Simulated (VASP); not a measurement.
Set up this calculation in VASP 6.6.1, as the native input.

```yaml
Task: single point
Functional: PBE
Potentials_or_basis: VASP PAW PBE potentials, release 64 (Al)
Cutoff: 520 eV
k_mesh: 13 × 13 × 13
Occupations: fermi-dirac, width 0.2 eV
Spin: no spin polarisation
Dipole_correction: no
Further_INCAR_settings: ALGO = Normal; EDIFF = 1e-07; NBANDS = 8
```

The structure of Al lies in POSCAR:

```
Al
1.0
    0.0000000000      2.0199630948      2.0199630948
    2.0199630948      0.0000000000      2.0199630948
    2.0199630948      2.0199630948      0.0000000000
Al
1
Direct
    0.0000000000      0.0000000000      0.0000000000
```

The input as run:

INCAR

```
SYSTEM = Al
PREC = Accurate
ENCUT = 520
EDIFF = 1E-7
ISMEAR = -1
SIGMA = 0.2
LREAL = .FALSE.
LASPH = .TRUE.
NELM = 100
ALGO = Normal
ISIF = 2
LWAVE = .FALSE.
LCHARG = .TRUE.
GGA = PE
LELF = .TRUE.
LVHAR = .TRUE.
NBANDS = 8
```

KPOINTS

```
regular mesh
0
G
  13 13 13
  0 0 0
```

Potentials or basis: VASP PAW PBE potentials, release 64 (Al).

Command:

```bash
$ cat potpaw_PBE.64/Al/POTCAR > POTCAR
$ mpirun -np 1 vasp_std > vasp.out
```

Results of the run:

```json
{
 "Pressure": "0.2 GPa"
}
```

Wall time 7.4 s on 1 thread of Intel(R) Xeon(R) Platinum 8488C (Sapphire Rapids) (shared host), peak memory 0.13 GiB.
